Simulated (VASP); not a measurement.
# Se (P3_121) in VASP: further runs, part 2 of 3

VASP 6.6.1. Earlier steps stand in the parts before.

## 4. Electric field gradients, LDA (volume scaled by 1.01)

INCAR reads:

```
SYSTEM = Se
PREC = Accurate
ENCUT = 520
EDIFF = 1E-8
ISMEAR = -1
SIGMA = 0.03
LREAL = .False.
LASPH = .True.
NELM = 80
ALGO = Normal
ISIF = 2
LWAVE = .False.
LCHARG = .False.
GGA = CA
LEFG = .True.
NBANDS = 16
```

KPOINTS reads:

```
Automatic mesh
0
Gamma
  6 6 5
  0 0 0
```

POSCAR reads:

```
Se
1.0
    4.3807057031      0.0000000000      0.0000000000
   -2.1903528516      3.7938024255      0.0000000000
    0.0000000000      0.0000000000      4.9700572638
Se
3
Direct
    0.2254000000      0.0000000000      0.3333333333
    0.0000000000      0.2254000000      0.6666666667
    0.7746000000      0.7746000000      0.0000000000
```

Potentials or basis: VASP PAW LDA potentials, release 64 (Se).

Launch:

```console
> cat potpaw_LDA.64/Se/POTCAR > POTCAR
> mpirun -np 1 vasp_std > vasp.out
```

OUTCAR:

```text
SYSTEM = Se
   PREC = Accurate
   ENCUT = 520
   EDIFF = 1E-8
   ISMEAR = -1
   LREAL = .False.
   LASPH = .True.
   NELM = 80
   ISIF = 2
   GGA = CA

 ion  position               nearest neighbor table
   1  0.225  0.000  0.333-   3 2.38   2 2.38
   2  0.000  0.225  0.667-   3 2.38   1 2.38
   3  0.775  0.775  0.000-   1 2.38   2 2.38

  LATTYP: Found a hexagonal cell.
 ALAT       =     4.3807057031
 C/A-ratio  =     1.1345334749

  Lattice vectors:

 A1 = (   4.3807057031,   0.0000000000,   0.0000000000)
 A2 = (  -2.1903528516,   3.7938024255,   0.0000000000)
 A3 = (   0.0000000000,   0.0000000000,   4.9700572638)

Analysis of symmetry for initial positions (statically):
=====================================================================
 Subroutine PRICEL returns:
 Original cell was already a primitive cell.

 Routine SETGRP: Setting up the symmetry group for a
 hexagonal supercell.

 Subroutine GETGRP returns: Found  6 space group operations
 (whereof  2 operations were pure point group operations)
 out of a pool of 24 trial point group operations.

The static configuration has the point symmetry C_2 .
 The point group associated with its full space group is D_3 .

Analysis of symmetry for dynamics (positions and initial velocities):
=====================================================================
 Subroutine PRICEL returns:
 Original cell was already a primitive cell.

 Routine SETGRP: Setting up the symmetry group for a
 hexagonal supercell.

 Subroutine GETGRP returns: Found  6 space group operations
 (whereof  2 operations were pure point group operations)
 out of a pool of 24 trial point group operations.

The dynamic configuration has the point symmetry C_2 .
 The point group associated with its full space group is D_3 .

 Subroutine INISYM returns: Found  6 space group operations
 (whereof  2 operations are pure point group operations),
 and found     1 'primitive' translations

----------------------------------------------------------------------------------------

                                     Primitive cell

  volume of cell :      82.6000

  direct lattice vectors                    reciprocal lattice vectors
     4.380705703  0.000000000  0.000000000     0.228273723  0.131793895  0.000000000
    -2.190352852  3.793802426  0.000000000     0.000000000  0.263587791  0.000000000
     0.000000000  0.000000000  4.970057264     0.000000000  0.000000000  0.201204925

  length of vectors
     4.380705703  4.380705703  4.970057264     0.263587791  0.263587791  0.201204925

  position of ions in fractional coordinates (direct lattice)
     0.225400000  0.000000000  0.333333333
     0.000000000  0.225400000  0.666666667
     0.774600000  0.774600000  0.000000000

  ion indices of the primitive-cell ions
   primitive index   ion index
                 1           1
                 2           2
                 3           3

[... 78 lines left out ...]
   ISYM   =      2    0-nonsym 1-usesym 2-fastsym
   POTIM  = 0.5000    time-step for ionic-motion
   TEBEG  =    0.0;   TEEND  =   0.0 temperature during run
   PSTRESS=    0.0 pullay stress
   NELECT =      18.0000    total number of electrons
   NUPDOWN=      -1.0000    fix difference up-down
   EMIN   =  10.00;   EMAX   =-10.00  energy-range for DOS
   EFERMI =   0.00;   METHOD = LEGACY
   ISMEAR =    -1;   SIGMA  =   0.03  broadening in eV -4-tet -1-fermi 0-gaus
   EFERMI_NEDOS =   21; number of points for ismear=-14 and -15
   IALGO  =     38    algorithm
   IMIX   =      4    mixing-type and parameters
     AMIX     =   0.40;   BMIX     =  1.00
     AMIX_MAG =   1.60;   BMIX_MAG =  1.00
  volume/ion in A,a.u.               =      27.53       185.80
  Fermi-wavevector in a.u.,A,eV,Ry     =   0.985157  1.861677 13.204931  0.970535
  Thomas-Fermi vector in A             =   2.116444
   LORBIT       =      0    0 simple, 1 ext, 2 COOP (PROOUT), +10 PAW based schemes
   GGA     = CA    functional components
   LHFCALC =     F    Hartree Fock is set to
   AEXX    =    0.0000 exact exchange contribution
   IVDW    =     0    specifies the selected vdW correction
   LEPSILON=     F    determine dielectric tensor
   LRPA    =     F    only Hartree local field effects (RPA)
 non-spin polarized calculation
  energy-cutoff  :      520.00
  volume of cell :       82.60
 maximum number of plane-waves:      2245
 NGX is ok and might be reduce to    36
   NGX = 17   NGY = 17   NGZ = 19

 number of electron      17.9999998 magnetization

 Free energy of the ion-electron system (eV)
  ---------------------------------------------------
  ext. energy  EPLUGINS =         0.00000000
  ---------------------------------------------------
  free energy    TOTEN  =       -12.31716260 eV

  energy without entropy =      -12.31716260  energy(sigma->0) =      -12.31716260

 E-fermi :   3.0738     XC(G=0):  -9.1430

 val. band max:        2.4556199446   @ k =  -0.1667   0.5000   0.4000
 cond. band min:       3.6417472390   @ k =   0.0000   0.0000   0.4000
 fundamental gap:      1.1861272944
 Fermi energy:         3.0737876881

 k-point     1 :       0.0000    0.0000    0.0000
  band No.  band energies     occupation
      1     -13.2373      2.00000
      2      -9.1747      2.00000
      3      -9.1747      2.00000
      4      -1.2646      2.00000
      5      -1.2646      2.00000
      6      -1.1877      2.00000
[... 433 lines left out ...]
      3      -7.7056      2.00000
      4      -2.7481      2.00000
      5      -1.8727      2.00000
      6      -1.2756      2.00000
[... 8 lines left out ...]
     15      10.3345      0.00000
     16      10.7418      0.00000

 [... further k-points ...]
[... 5 lines left out ...]
  --------------------------------------------------------------------------------------
  -------------------------------------------------------------------------------------
  Total       -1.0160553     -1.0160553     -0.4520196      0.0000000      0.0000000      0.0000000
  in kB      -19.7082364    -19.7082364     -8.7677400      0.0000000      0.0000000      0.0000000
  external PRESSURE =     -16.0614043 kB  Pullay stress =       0.0000000 kB

 VOLUME and BASIS-vectors are now :
 -----------------------------------------------------------------------------
  energy-cutoff  :      520.00
  volume of cell :       82.60
      direct lattice vectors                 reciprocal lattice vectors
     4.380705703  0.000000000  0.000000000     0.228273723  0.131793895  0.000000000
    -2.190352852  3.793802426  0.000000000     0.000000000  0.263587791  0.000000000
     0.000000000  0.000000000  4.970057264     0.000000000  0.000000000  0.201204925

 POSITION                                       TOTAL-FORCE (eV/Angst)
 -----------------------------------------------------------------------------------
      0.98741      0.00000      1.65669         0.159731      0.000000     -0.000000
     -0.49371      0.85512      3.31337        -0.079865      0.138331      0.000000
      1.69665      2.93868      0.00000        -0.079865     -0.138331      0.000000
 -----------------------------------------------------------------------------------
    total drift:                                0.000001      0.000002     -0.000000

  FREE ENERGIE OF THE ION-ELECTRON SYSTEM (eV)
  ---------------------------------------------------
  free  energy   TOTEN  =       -12.3171626002 eV

  energy  without entropy=      -12.3171626000  energy(sigma->0) =      -12.31716260

 Electric field gradients (V/A^2)
---------------------------------------------------------------------
 ion       V_xx      V_yy      V_zz      V_xy      V_xz      V_yz
---------------------------------------------------------------------
   1     166.760  -335.364   168.604     0.000    -0.000   327.398
   2    -209.833    41.229   168.604  -217.426  -283.535  -163.699
   3    -209.834    41.229   168.605   217.427   283.535  -163.699
---------------------------------------------------------------------

 Electric field gradients after diagonalization (V/A^2)
 (convention: |V_zz| > |V_xx| > |V_yy|)
----------------------------------------------------------------------
 ion       V_xx      V_yy      V_zz     asymmetry (V_yy - V_xx)/ V_zz
----------------------------------------------------------------------
   1     329.760   166.760  -496.520       0.328
   2     329.760   166.760  -496.520       0.328
   3     329.761   166.760  -496.521       0.328
----------------------------------------------------------------------

           NMR quadrupolar parameters

 Cq : quadrupolar parameter    Cq=e*Q*V_zz/h
 eta: asymmetry parameters     (V_yy - V_xx)/ V_zz
 Q  : nuclear electric quadrupole moment in mb (millibarn)
----------------------------------------------------------------------
 ion       Cq(MHz)       eta       Q (mb)
----------------------------------------------------------------------
   1      -1.201       0.328       1.000
   2      -1.201       0.328       1.000
   3      -1.201       0.328       1.000
----------------------------------------------------------------------
```

Wall time 21 s (1 thread of Intel Xeon Platinum 8375C at 2.90GHz (Ice Lake), shared host); peak memory 0.19 GiB.

Results:

- Free energy: -12.3172 eV
- Pressure: -1.6 GPa
- Largest force: 0.160 eV/Å
- Band gap on the k mesh: 1.19 eV, indirect (least direct gap 1.39 eV)

Forces in eV/Å, atoms in the order of the input:
```
Se   0.160  0.000  0.000
Se  -0.080  0.138  0.000
Se  -0.080 -0.138  0.000
```

Levels at points of the mesh, in eV from the valence-band top:
```tsv
k point	band 7	band 8	band 9	band 10	band 11	band 12
(0.00, 0.00, 0.00)	-1.91	-1.91	-0.28	1.88	1.88	2.19
(0.50, 0.00, 0.00)	-2.80	-1.66	-0.88	1.93	2.33	4.11
```

Electric field gradients, principal values (V/Å²):
```tsv
atom	least	middle	greatest (by size)
1 Se	166.760	329.760	-496.520
2 Se	166.760	329.760	-496.520
3 Se	166.760	329.761	-496.521
```

Caveat: without QUAD_EFG the Cq values of the log hold for a quadrupole moment of 1 mb, not for the nuclei.

## 5. Electric field gradients, LDA (volume scaled by 1.04)

INCAR reads:

```
ALGO = Normal ; EDIFF = 1E-8
ENCUT = 520 ; ISIF = 2
ISMEAR = -1 ; LASPH = T
LCHARG = F ; LEFG = T
LREAL = F ; LWAVE = F
NBANDS = 16 ; NELM = 60
PREC = Accurate ; SIGMA = 0.03
```

KPOINTS reads:

```
k-points
0
Gamma
  6 6 5
```

POSCAR reads:

```
Se
1.0
    4.4236565372      0.0000000000      0.0000000000
   -2.2118282686      3.8309989389      0.0000000000
    0.0000000000      0.0000000000      5.0187864228
Se
3
Direct
    0.2254000000      0.0000000000      0.3333333333
    0.0000000000      0.2254000000      0.6666666667
    0.7746000000      0.7746000000      0.0000000000
```

Potentials or basis: VASP PAW LDA potentials, release 64 (Se).

Launch:

```console
> cat potpaw_LDA.64/Se/POTCAR > POTCAR
> mpirun -np 1 vasp_std > vasp.out
```

OUTCAR:

```text
EDIFF = 1E-8
   ENCUT = 520
   ISIF = 2
   ISMEAR = -1
   LASPH = T
   LREAL = F
   NELM = 60
   PREC = Accurate

 ion  position               nearest neighbor table
   1  0.225  0.000  0.333-   3 2.40   2 2.40
   2  0.000  0.225  0.667-   3 2.40   1 2.40
   3  0.775  0.775  0.000-   1 2.40   2 2.40

  LATTYP: Found a hexagonal cell.
 ALAT       =     4.4236565372
 C/A-ratio  =     1.1345334749

  Lattice vectors:

[... 676 lines left out ...]
  free  energy   TOTEN  =       -12.2811900430 eV

  energy  without entropy=      -12.2811900428  energy(sigma->0) =      -12.28119004

 Electric field gradients (V/A^2)
---------------------------------------------------------------------
 ion       V_xx      V_yy      V_zz      V_xy      V_xz      V_yz
---------------------------------------------------------------------
   1     172.252  -340.890   168.638     0.000    -0.000   331.047
   2    -212.605    43.967   168.638  -222.197  -286.695  -165.524
   3    -212.605    43.967   168.638   222.198   286.695  -165.524
---------------------------------------------------------------------

 Electric field gradients after diagonalization (V/A^2)
 (convention: |V_zz| > |V_xx| > |V_yy|)
----------------------------------------------------------------------
 ion       V_xx      V_yy      V_zz     asymmetry (V_yy - V_xx)/ V_zz
----------------------------------------------------------------------
   1     331.602   172.252  -503.855       0.316
   2     331.602   172.252  -503.855       0.316
   3     331.603   172.253  -503.855       0.316
----------------------------------------------------------------------

           NMR quadrupolar parameters

 Cq : quadrupolar parameter    Cq=e*Q*V_zz/h
 eta: asymmetry parameters     (V_yy - V_xx)/ V_zz
 Q  : nuclear electric quadrupole moment in mb (millibarn)
----------------------------------------------------------------------
 ion       Cq(MHz)       eta       Q (mb)
----------------------------------------------------------------------
   1      -1.218       0.316       1.000
   2      -1.218       0.316       1.000
   3      -1.218       0.316       1.000
----------------------------------------------------------------------
```

OSZICAR:

```text
N       E                     dE             d eps       ncg     rms          rms(c)
DAV:   1     0.805974808932E+02    0.80597E+02   -0.71470E+03   864   0.927E+02
DAV:   2    -0.699044398507E+01   -0.87588E+02   -0.83033E+02  1152   0.154E+02
DAV:   3    -0.123692672250E+02   -0.53788E+01   -0.53622E+01  1016   0.435E+01
DAV:   4    -0.124096615868E+02   -0.40394E-01   -0.40388E-01  1216   0.445E+00
DAV:   5    -0.124099618526E+02   -0.30027E-03   -0.30026E-03  1008   0.372E-01    0.682E+00
DAV:   6    -0.123177424259E+02    0.92219E-01   -0.41132E-02  1120   0.119E+00    0.416E+00
DAV:   7    -0.122820155161E+02    0.35727E-01   -0.79249E-02  1032   0.160E+00    0.196E-01
DAV:   8    -0.122811616974E+02    0.85382E-03   -0.84724E-03   992   0.554E-01    0.917E-02
DAV:   9    -0.122811910148E+02   -0.29317E-04   -0.26322E-04  1216   0.101E-01    0.255E-02
DAV:  10    -0.122811897519E+02    0.12630E-05   -0.20019E-05  1048   0.276E-02    0.602E-03
DAV:  11    -0.122811901625E+02   -0.41066E-06   -0.28045E-06  1168   0.927E-03    0.400E-03
DAV:  12    -0.122811900409E+02    0.12158E-06   -0.35949E-07  1040   0.360E-03    0.515E-04
DAV:  13    -0.122811900430E+02   -0.20462E-08   -0.65033E-08  1176   0.135E-03
   1 F= -.12281190E+02 E0= -.12281190E+02  d E =-.163643E-09
```

Run time: 22 s. Hardware: 1 thread of Intel Xeon Platinum 8375C at 2.90GHz (Ice Lake), shared host; peak memory 0.18 GiB.

What came out:

```yaml
Free_energy: -12.2812 eV
Pressure: -3.1 GPa
Largest_force: 0.124 eV/Å
Band_gap_on_the_k_mesh: 1.20 eV, indirect (least direct gap 1.34 eV)
```

Forces on the atoms (eV/Å):
```
Se  -0.124  0.000  0.000
Se   0.062 -0.107  0.000
Se   0.062  0.107  0.000
```

Levels at points of the mesh, in eV from the valence-band top:
| k point | band 7 | band 8 | band 9 | band 10 | band 11 | band 12 |
| --- | --- | --- | --- | --- | --- | --- |
| (0.00, 0.00, 0.00) | -1.80 | -1.80 | -0.25 | 1.84 | 1.84 | 2.18 |
| (0.50, 0.00, 0.00) | -2.70 | -1.59 | -0.83 | 1.90 | 2.29 | 3.97 |

Electric field gradients, principal values (V/Å²):
```csv
atom,least,middle,greatest (by size)
1 Se,172.252,331.602,-503.855
2 Se,172.252,331.602,-503.855
3 Se,172.253,331.603,-503.855
```

Caveat: without QUAD_EFG the Cq values of the log hold for a quadrupole moment of 1 mb, not for the nuclei.

[end of part 2 of 3]
